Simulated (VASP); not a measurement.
# Zn: single point with r2SCAN

Zn:

```
Zn
1.0
    -1.56904    1.56904    1.56904
     1.56904   -1.56904    1.56904
     1.56904    1.56904   -1.56904
Zn
1
Direct
  0.00000 0.00000 0.00000
```

| Item | Value |
| --- | --- |
| Program | VASP 6.6.1 |
| Task | single point |
| Functional | r2SCAN |
| Potentials or basis | VASP PAW PBE potentials, release 64 (Zn) |
| Cutoff | 520 eV |
| k mesh | 12 × 12 × 12 |
| Occupations | fermi-dirac, width 0.05 eV |
| Spin | no spin polarisation |

| Property | Result |
| --- | --- |
| Pressure | -4.7 GPa |
| Band gap on the k mesh | zero (band 6 reaches 7.42 eV, above the bottom of band 7 at 2.03 eV) |

Levels at points of the mesh, in eV from the Fermi level:
```
           k point  band 3  band 4  band 5  band 6  band 7  band 8  band 9  band 10
(0.00, 0.00, 0.00)   -8.09   -8.09   -7.59   -7.59   20.13   20.13   20.13    21.71
(0.50, 0.00, 0.00)   -7.62   -7.56   -7.25   -2.85   -0.95   11.99   13.37    15.77
(0.50, 0.50, 0.50)   -7.33   -7.33   -7.33    4.45    4.45    4.45    8.17     8.70
```

It took 51 s on 1 thread of AMD EPYC 7R43 64-Core Processor (Zen 3) (shared host), peak memory 0.09 GiB.

Caveat: the PAW data sets were made with another functional, which shifts forces and pressure a little.
